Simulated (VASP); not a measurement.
# HgTe (F-43m) in VASP: a series of runs

The runs below take HgTe through single point, with PBE, r2SCAN, HSE06.

All numbers are computed with VASP 6.6.1; they aren't measurements. Logs are shortened: lines on timing, memory, paths and dates and some standing lists are left out, and cuts for length are marked.

### Step 1. The cell of the first run

It takes space group F-43m (No. 216, cubic). The conventional cell has a = 6.407 Å, b = 6.407 Å, c = 6.407 Å, α = 90.00°, β = 90.00°, γ = 90.00°. Hg (site symmetry -43m) has 4 Te at 2.77 Å within 3.7 Å. Te (site symmetry -43m) has 4 Hg at 2.77 Å within 3.7 Å.

### Step 2. Single point, PBE (strain -2.6%)

INCAR

```
PREC     = Accurate       # precision mode
ENCUT    = 520            # plane-wave cutoff, eV
EDIFF    = 1E-6           # SCF threshold, eV
ISMEAR   = -1             # smearing method
SIGMA    = 0.02           # smearing width, eV
LREAL    = F              # projectors in reciprocal space
LASPH    = T              # aspherical terms in the spheres
NELM     = 100            # most SCF steps
ALGO     = Normal         # electronic algorithm
ISIF     = 2              # what is computed and relaxed
LWAVE    = F              # write WAVECAR
LCHARG   = T              # write CHGCAR
GGA      = PE             # functional
LELF     = T              # ELF
LVHAR    = T            
NBANDS   = 16             # bands
```

KPOINTS

```
regular mesh
0
Gamma
  6 6 6
```

POSCAR

```
HgTe
1.0
    0.0000000000      3.2036397821      3.2036397821
    3.2036397821      0.0000000000      3.2036397821
    3.2036397821      3.2036397821      0.0000000000
Hg Te
1 1
Direct
    0.0000000000      0.0000000000      0.0000000000
    0.2500000000      0.2500000000      0.2500000000
```

Potentials or basis: VASP PAW PBE potentials, release 64 (Hg, Te).

Started as:

```bash
> cat potpaw_PBE.64/Hg/POTCAR potpaw_PBE.64/Te/POTCAR > POTCAR
> mpirun -np 1 vasp_std > vasp.out
```

OUTCAR:

```text
PREC = Accurate
   ENCUT = 520
   EDIFF = 1E-6
   ISMEAR = -1
   LREAL = F
   LASPH = T
   NELM = 100
   ISIF = 2
   GGA = PE

 ion  position               nearest neighbor table
   1  0.000  0.000  0.000-   2 2.77   2 2.77   2 2.77   2 2.77
   2  0.250  0.250  0.250-   1 2.77   1 2.77   1 2.77   1 2.77

  LATTYP: Found a face centered cubic cell.
 ALAT       =     6.4072795642

  Lattice vectors:

 A1 = (   0.0000000000,   3.2036397821,   3.2036397821)
 A2 = (   3.2036397821,   0.0000000000,   3.2036397821)
 A3 = (   3.2036397821,   3.2036397821,   0.0000000000)

Analysis of symmetry for initial positions (statically):
=====================================================================
 Subroutine PRICEL returns:
 Original cell was already a primitive cell.

 Routine SETGRP: Setting up the symmetry group for a
 face centered cubic supercell.

 Subroutine GETGRP returns: Found 24 space group operations
 (whereof 24 operations were pure point group operations)
 out of a pool of 48 trial point group operations.

The static configuration has the point symmetry T_d .

Analysis of symmetry for dynamics (positions and initial velocities):
=====================================================================
 Subroutine PRICEL returns:
 Original cell was already a primitive cell.

 Routine SETGRP: Setting up the symmetry group for a
 face centered cubic supercell.

 Subroutine GETGRP returns: Found 24 space group operations
 (whereof 24 operations were pure point group operations)
 out of a pool of 48 trial point group operations.

The dynamic configuration has the point symmetry T_d .

 Subroutine INISYM returns: Found 24 space group operations
 (whereof 24 operations are pure point group operations),
 and found     1 'primitive' translations

----------------------------------------------------------------------------------------

                                     Primitive cell

  volume of cell :      65.7599

  direct lattice vectors                    reciprocal lattice vectors
     0.000000000  3.203639782  3.203639782    -0.156072478  0.156072478  0.156072478
     3.203639782  0.000000000  3.203639782     0.156072478 -0.156072478  0.156072478
     3.203639782  3.203639782  0.000000000     0.156072478  0.156072478 -0.156072478

  length of vectors
     4.530630829  4.530630829  4.530630829     0.270325462  0.270325462  0.270325462

  position of ions in fractional coordinates (direct lattice)
     0.000000000  0.000000000  0.000000000
     0.250000000  0.250000000  0.250000000

  ion indices of the primitive-cell ions
   primitive index   ion index
                 1           1
                 2           2

----------------------------------------------------------------------------------------

 KPOINTS: regular mesh

Automatic generation of k-mesh.
 Grid dimensions read from file:
 generate k-points for:    6    6    6

 Generating k-lattice:

  Cartesian coordinates                     Fractional coordinates (reciprocal lattice)
    -0.026012080  0.026012080  0.026012080     0.166666667  0.000000000  0.000000000
     0.026012080 -0.026012080  0.026012080     0.000000000  0.166666667  0.000000000
     0.026012080  0.026012080 -0.026012080     0.000000000  0.000000000  0.166666667

  Length of vectors
     0.045054244  0.045054244  0.045054244

  Shift w.r.t. Gamma in fractional coordinates (k-lattice)
     0.000000000  0.000000000  0.000000000

 Subroutine IBZKPT returns following result:
 ===========================================

 Found     16 irreducible k-points:

 Following reciprocal coordinates:
            Coordinates               Weight
  0.000000  0.000000  0.000000      1.000000
  0.166667  0.000000  0.000000      8.000000
  0.333333  0.000000  0.000000      8.000000
  0.500000  0.000000  0.000000      4.000000
  0.166667  0.166667  0.000000      6.000000
  0.333333  0.166667  0.000000     24.000000
[... 8 lines left out ...]
 -0.333333  0.333333  0.166667     24.000000
 -0.333333  0.500000  0.166667     12.000000
   k-points           NKPTS =     16   k-points in BZ     NKDIM =     16   number of bands    NBANDS=     16
   number of dos      NEDOS =    301   number of ions     NIONS =      2
   total plane-waves  NPLWV =  46656
   dimension x,y,z NGX =    36 NGY =   36 NGZ =   36
   dimension x,y,z NGXF=    72 NGYF=   72 NGZF=   72
   ions per type =               1   1
   NGX,Y,Z   is equivalent  to a cutoff of  13.21, 13.21, 13.21 a.u.
   NGXF,Y,Z  is equivalent  to a cutoff of  26.42, 26.42, 26.42 a.u.
 SYSTEM =  unknown system
   PREC   = accura    normal or accurate (medium, high low for compatibility)
   ISTART =      0    job   : 0-new  1-cont  2-samecut
   ICHARG =      2    charge: 1-file 2-atom 10-const
   ISPIN  =      1    spin polarized calculation?
   LNONCOLLINEAR =      F non collinear calculations
   LSORBIT =      F    spin-orbit coupling
   LASPH  =      T    aspherical Exc in radial PAW
   ENCUT  =  520.0 eV  38.22 Ry    6.18 a.u.   8.42  8.42  8.42*2*pi/ulx,y,z
   NELM   =    100;   NELMIN=  2; NELMDL= -5     # of ELM steps
   EDIFF  = 0.1E-05   stopping-criterion for ELM
   LREAL  =      F    real-space projection
   EDIFFG = 0.1E-04   stopping-criterion for IOM
   NSW    =      0    number of steps for IOM
   IBRION =     -1    ionic relax: 0-MD 1-quasi-New 2-CG
   NFREE  =      0    steps in history (QN), initial steepest desc. (CG)
   ISIF   =      2    stress and relaxation
   ISYM   =      2    0-nonsym 1-usesym 2-fastsym
   POTIM  = 0.5000    time-step for ionic-motion
   TEBEG  =    0.0;   TEEND  =   0.0 temperature during run
   PSTRESS=    0.0 pullay stress
   NELECT =      18.0000    total number of electrons
   NUPDOWN=      -1.0000    fix difference up-down
   EMIN   =  10.00;   EMAX   =-10.00  energy-range for DOS
   EFERMI =   0.00;   METHOD = LEGACY
   ISMEAR =    -1;   SIGMA  =   0.02  broadening in eV -4-tet -1-fermi 0-gaus
   EFERMI_NEDOS =   21; number of points for ismear=-14 and -15
   IALGO  =     38    algorithm
   IMIX   =      4    mixing-type and parameters
     AMIX     =   0.40;   BMIX     =  1.00
     AMIX_MAG =   1.60;   BMIX_MAG =  1.00
  volume/ion in A,a.u.               =      32.88       221.88
  Fermi-wavevector in a.u.,A,eV,Ry     =   1.062948  2.008680 15.372655  1.129858
  Thomas-Fermi vector in A             =   2.198416
   LORBIT       =      0    0 simple, 1 ext, 2 COOP (PROOUT), +10 PAW based schemes
   GGA     = PE    functional components
   LHFCALC =     F    Hartree Fock is set to
   AEXX    =    0.0000 exact exchange contribution
   IVDW    =     0    specifies the selected vdW correction
   LEPSILON=     F    determine dielectric tensor
   LRPA    =     F    only Hartree local field effects (RPA)
 non-spin polarized calculation
  energy-cutoff  :      520.00
  volume of cell :       65.76
 maximum number of plane-waves:      1807
 NGX is ok and might be reduce to    36
   NGX = 17   NGY = 17   NGZ = 17

 number of electron      17.9999999 magnetization

 Free energy of the ion-electron system (eV)
  ---------------------------------------------------
  ext. energy  EPLUGINS =         0.00000000
  ---------------------------------------------------
  free energy    TOTEN  =        -3.52285777 eV

  energy without entropy =       -3.52250414  energy(sigma->0) =       -3.52268095

 E-fermi :   3.4027     XC(G=0):  -8.8625

 val. band max:        3.3888154957   @ k =   0.0000   0.0000   0.0000
 cond. band min:       4.0932107116   @ k =   0.5000   0.0000   0.0000
 fundamental gap:      0.7043952159
 Fermi energy:         3.4026784702

 k-point     1 :       0.0000    0.0000    0.0000
  band No.  band energies     occupation
      1      -8.7933      2.00000
      2      -4.1297      2.00000
      3      -4.1297      2.00000
      4      -4.1297      2.00000
      5      -3.5678      2.00000
      6      -3.5678      2.00000
[... 8 lines left out ...]
     15      12.9761      0.00000
     16      12.9761      0.00000

 k-point     2 :       0.1667    0.0000    0.0000
  band No.  band energies     occupation
      1      -8.6530      2.00000
      2      -4.0914      2.00000
      3      -4.0914      2.00000
      4      -4.0740      2.00000
      5      -3.5710      2.00000
      6      -3.5710      2.00000
[... 8 lines left out ...]
     15      11.9488      0.00000
     16      11.9488      0.00000

 k-point     3 :       0.3333    0.0000    0.0000
  band No.  band energies     occupation
      1      -8.3508      2.00000
      2      -4.0251      2.00000
      3      -4.0251      2.00000
      4      -3.7750      2.00000
      5      -3.5612      2.00000
      6      -3.5612      2.00000
[... 8 lines left out ...]
     15      12.2746      0.00000
     16      12.2746      0.00000

 k-point     4 :       0.5000    0.0000    0.0000
  band No.  band energies     occupation
      1      -8.1882      2.00000
      2      -3.9995      2.00000
      3      -3.9995      2.00000
      4      -3.5454      2.00000
      5      -3.5454      2.00000
      6      -3.2440      2.00000
[... 8 lines left out ...]
     15      13.4658      0.00000
     16      13.4658      0.00000
[... 172 lines left out ...]
 k-point    14 :       0.5000    0.3333    0.1667
  band No.  band energies     occupation
      1      -8.1415      2.00000
      2      -3.9531      2.00000
      3      -3.9207      2.00000
      4      -3.7378      2.00000
      5      -3.5430      2.00000
      6      -3.4200      2.00000
[... 8 lines left out ...]
     15      13.6987      0.00000
     16      14.5134      0.00000

 k-point    15 :      -0.3333    0.3333    0.1667
  band No.  band energies     occupation
      1      -8.0313      2.00000
      2      -3.9267      2.00000
      3      -3.8860      2.00000
      4      -3.6218      2.00000
      5      -3.5809      2.00000
      6      -3.0794      2.00000
[... 8 lines left out ...]
     15      13.7923      0.00000
     16      14.4651      0.00000

 k-point    16 :      -0.3333    0.5000    0.1667
  band No.  band energies     occupation
      1      -7.9764      2.00000
      2      -3.9095      2.00000
      3      -3.8259      2.00000
      4      -3.6980      2.00000
      5      -3.5507      2.00000
      6      -2.9451      2.00000
[... 8 lines left out ...]
     15      14.3284      0.00000
     16      14.6283      0.00000

------------------------ aborting loop because EDIFF is reached ----------------------------------------

  FORCE on cell =-STRESS in cart. coord.  units (eV):
  Direction    XX          YY          ZZ          XY          YZ          ZX
  --------------------------------------------------------------------------------------
  -------------------------------------------------------------------------------------
  Total        2.1620344      2.1620344      2.1620344      0.0000000      0.0000000      0.0000000
  in kB       52.6759236     52.6759236     52.6759236      0.0000000      0.0000000      0.0000000
  external PRESSURE =      52.6759236 kB  Pullay stress =       0.0000000 kB

 VOLUME and BASIS-vectors are now :
 -----------------------------------------------------------------------------
  energy-cutoff  :      520.00
  volume of cell :       65.76
      direct lattice vectors                 reciprocal lattice vectors
     0.000000000  3.203639782  3.203639782    -0.156072478  0.156072478  0.156072478
     3.203639782  0.000000000  3.203639782     0.156072478 -0.156072478  0.156072478
     3.203639782  3.203639782  0.000000000     0.156072478  0.156072478 -0.156072478

 POSITION                                       TOTAL-FORCE (eV/Angst)
 -----------------------------------------------------------------------------------
      0.00000      0.00000      0.00000        -0.000000      0.000000     -0.000000
      1.60182      1.60182      1.60182         0.000000     -0.000000      0.000000
 -----------------------------------------------------------------------------------
    total drift:                                0.000000      0.000000     -0.000000

  FREE ENERGIE OF THE ION-ELECTRON SYSTEM (eV)
  ---------------------------------------------------
  free  energy   TOTEN  =        -3.5228577664 eV

  energy  without entropy=       -3.5225041424  energy(sigma->0) =       -3.52268095
```

It took 22 s on 1 thread of AMD EPYC 7R43 (Zen 3), shared host; peak memory 0.17 GiB.

Results:

```yaml
Free_energy: -3.5229 eV
Pressure: 5.3 GPa
Band_gap_on_the_k_mesh: zero (filled and empty bands touch)
```

Caveat: the cell differs from its parent crystal (strain -2.6%); spin-orbit coupling is left out, which moves the levels of the heavy elements.

(Part 1 of 2 ends here.)
